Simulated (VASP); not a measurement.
## Ta: single point with PBEsol

Ta:

```xyz
1
Lattice="-1.6017 1.6513 1.6513 1.6017 -1.6513 1.6513 1.6017 1.6513 -1.6513" Properties=species:S:1:pos:R:3 pbc="T T T"
Ta    0.0000    0.0000    0.0000
```

This cell differs from its parent crystal: strain -0.0300 x Voigt [1, 0, 0, 0, 0, 0].

```yaml
Program: VASP 6.6.1
Task: single point
Functional: PBEsol
Potentials_or_basis: VASP PAW PBE potentials, release 64 (Ta_pv)
Cutoff: 520 eV
k_mesh: 20 × 20 × 20
Occupations: gaussian, width 0.15 eV
Spin: no spin polarisation
```

```json
{"Pressure": "2.8 GPa"}
```

Stress tensor (GPa, compression positive):
```
5.41 0.00 0.00
0.00 1.49 0.00
0.00 0.00 1.49
```

Levels at points of the mesh, in eV from the Fermi level:
| k point | band 2 | band 3 | band 4 | band 5 | band 6 | band 7 | band 8 | band 9 | band 10 | band 11 |
| --- | --- | --- | --- | --- | --- | --- | --- | --- | --- | --- |
| (0.00, 0.00, 0.00) | -32.90 | -32.89 | -8.04 | 0.47 | 0.87 | 0.87 | 3.82 | 4.38 | 15.02 | 15.02 |
| (0.50, 0.00, 0.00) | -33.29 | -32.89 | -4.53 | -1.35 | 1.61 | 3.65 | 4.89 | 8.06 | 12.08 | 12.23 |
| (0.00, 0.50, 0.00) | -33.33 | -32.92 | -4.51 | -1.77 | 1.85 | 4.11 | 5.25 | 8.14 | 12.07 | 12.28 |
| (0.50, 0.50, 0.50) | -33.83 | -33.74 | -4.03 | -3.94 | 7.06 | 7.06 | 7.20 | 8.69 | 8.69 | 9.49 |

Run time: 35 s on 1 thread of Intel(R) Xeon(R) 6975P-C (Granite Rapids) (shared host), peak memory 0.25 GiB.

Caveat: the cell differs from its parent crystal (strain -0.0300 x Voigt [1, 0, 0, 0, 0, 0]); the PAW data sets were made with another functional, which shifts forces and pressure a little; spin-orbit coupling is left out, which moves the levels of the heavy elements.
